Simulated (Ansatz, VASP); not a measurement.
**Pt in VASP and in Ansatz**

Contents of INCAR:

```
  ALGO = Fast
  EDIFF = 1E-6
  ENCUT = 520
  GGA = PS
  ISIF = 2
  ISMEAR = 0
  LASPH = T
  LCHARG = F
  LREAL = F
  LWAVE = F
  NBANDS = 11
  NELM = 100
  PREC = Accurate
  SIGMA = 0.15
```

File KPOINTS:

```
k-points
0
Gamma
  24 24 24
```

POSCAR

```
Pt
1.0
   -1.0176671736      1.6371167575      1.6371167575
    1.6371167575     -1.0176671736      1.6371167575
    1.6371167575      1.6371167575     -1.0176671736
Pt
1
Direct
    0.0000000000      0.0000000000      0.0000000000
```

Input for Ansatz:

```yaml
crystal:
  lattice:
    - [-1.0176671736, 1.6371167575, 1.6371167575]
    - [1.6371167575, -1.0176671736, 1.6371167575]
    - [1.6371167575, 1.6371167575, -1.0176671736]
  atoms:
    - { symbol: Pt, position: [0.0, 0.0, 0.0] }
basis:
  ecutwfc: 420
kpoints:
  mp_grid: { grid: [24, 24, 24] }
hamiltonian:
  xc: pbesol
scf:
  occupations: { method: gaussian, width: 0.15 }
output:
  forces: true
  stress: true
  eigenvalues: true
```

Alike in both runs: task single point; functional PBEsol; k mesh 24 × 24 × 24; occupations gaussian, width 0.15 eV; no spin polarisation.

|  | VASP | Ansatz |
| --- | --- | --- |
| version | VASP 6.6.1 | Ansatz 0.2.0 |
| potentials or method | VASP PAW PBE potentials, release 64 (Pt), cutoff 520 eV | scalar-relativistic, plane waves, PAW |
| valence electrons in the cell | 10 | 18 |

VASP gave:

| Item | Value |
| --- | --- |
| gap on the k mesh at the Fermi level (eV) | none |
| pressure (GPa) | 20.0 |
| traceless stress, the component that is largest in VASP (GPa) | -0.69 |

Task: Estimate Ansatz's values.

Result: gap on the k mesh at the Fermi level (eV): none; pressure (GPa): 20.5; traceless stress, the component that is largest in VASP (GPa): -0.75.

VASP's potentials were made for PBE, not for PBEsol. A gap of «none» marks a metal or a gap that the smearing closes. VASP's potentials hold 10 valence electrons a cell and Ansatz's 18, so a difference there can come from the potentials and not from the codes.

Spin-orbit coupling is off throughout.
